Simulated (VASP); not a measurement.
Here is a VASP 6.6.1 calculation.

Contents of INCAR:

```
PREC = Accurate
ENCUT = 520
EDIFF = 1E-6
ISMEAR = 0
SIGMA = 0.1
LREAL = F
LASPH = T
NELM = 100
ALGO = Normal
ISIF = 2
LWAVE = F
LCHARG = T
LDIPOL = T
IDIPOL = 3
DIPOL = 0.5 0.5 0.500
GGA = PE
LELF = T
LVHAR = T
LVACPOTAV = T
NBANDS = 21
```

File KPOINTS:

```
Automatic mesh
0
Gamma
  12 12 1
```

Contents of POSCAR:

```
Ge
1.0
    4.1810000000      0.0000000000      0.0000000000
   -2.0905000000      3.6208522132      0.0000000000
    0.0000000000      0.0000000000     28.0000000000
Ge
2
Direct
    0.3333333333      0.6666666667      0.5051964286
    0.6666666667      0.3333333333      0.4948035714
```

Potentials or basis: VASP PAW PBE potentials, release 64 (Ge_d).

Run with:

```console
$ cat potpaw_PBE.64/Ge_d/POTCAR > POTCAR
$ mpirun -np 1 vasp_std > vasp.out
```

Q: What does it give for the work function of the lower face?

A: 4.78 eV.

Q: Predict the work function of the upper face.

A: 4.78 eV.

Q: Estimate the largest force.

A: 0.527 eV/Å.

Forces in eV/Å, atoms in the order of the input:
```
Ge   0.000  0.000  0.527
Ge   0.000  0.000 -0.527
```
